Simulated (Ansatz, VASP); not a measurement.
ZrO2 in VASP and in Ansatz

File INCAR:

```
  PREC = Accurate
  ENCUT = 600
  EDIFF = 1E-7
  ISMEAR = 0
  SIGMA = 0.02
  LREAL = False
  LASPH = True
  NELM = 120
  ALGO = Normal
  ISIF = 3
  LWAVE = False
  LCHARG = False
  GGA = PE
  IBRION = 2
  NSW = 80
  EDIFFG = -0.01
  GGA_COMPAT = False
  NELMIN = 4
```

Contents of KPOINTS:

```
regular mesh
0
Gamma
  6 6 4
```

POSCAR

```
ZrO2
1.0
    3.6043047840      0.0000000000      0.0000000000
    0.0000000000      3.6043047840      0.0000000000
    0.0000000000      0.0000000000      5.2639672632
Zr O
2 4
Direct
    0.5000000000      0.5000000000      0.5000000000
    0.0000000000      0.0000000000      0.0000000000
    0.0000000000      0.5000000000      0.6932520948
    0.5000000000      0.0000000000      0.8067479052
    0.5000000000      0.0000000000      0.3067479052
    0.0000000000      0.5000000000      0.1932520948
```

Input for Ansatz:

```yaml
crystal:
  lattice:
    - [3.604304784, 0.0, 0.0]
    - [0.0, 3.604304784, 0.0]
    - [0.0, 0.0, 5.2639672632]
  atoms:
    - { symbol: Zr, position: [0.5, 0.5, 0.5] }
    - { symbol: Zr, position: [0.0, 0.0, 0.0] }
    - { symbol: O, position: [0.0, 0.5, 0.6932520948] }
    - { symbol: O, position: [0.5, 0.0, 0.8067479052] }
    - { symbol: O, position: [0.5, 0.0, 0.3067479052] }
    - { symbol: O, position: [0.0, 0.5, 0.1932520948] }
basis:
  ecutwfc: 420
kpoints:
  mp_grid: { grid: [6, 6, 4] }
hamiltonian:
  xc: pbe
scf:
  occupations: { method: gaussian, width: 0.02 }
output:
  forces: true
  stress: true
  eigenvalues: true
  write_density: true
  write_potential: true
  elf: true
  volumetric_format: npy
relax:
  adjacent_minimum: "off"
  f_tol: 0.01
  max_steps: 60
  cell: { stress_tol: 0.1 }
```

Alike in both runs: task relaxation of cell and atoms; functional PBE; k mesh 6 × 6 × 4; occupations gaussian, width 0.02 eV; no spin polarisation.

|  | VASP | Ansatz |
| --- | --- | --- |
| version | VASP 6.6.1 | Ansatz 0.2.0 |
| potentials or method | VASP PAW PBE potentials, release 64 (Zr_sv, O), cutoff 600 eV | scalar-relativistic, plane waves, PAW |
| valence electrons in the cell | 48 | 48 |

```csv
,VASP,Ansatz,Ansatz less VASP
"gap on the k mesh at the Fermi level, each at its own relaxed structure (eV)",4.05,4.05,+0.008
relaxed volume (Å³/atom),11.54,11.53,-0.006
relaxed cell length with the largest relative difference (Å),5.281,5.279,-0.0019
```
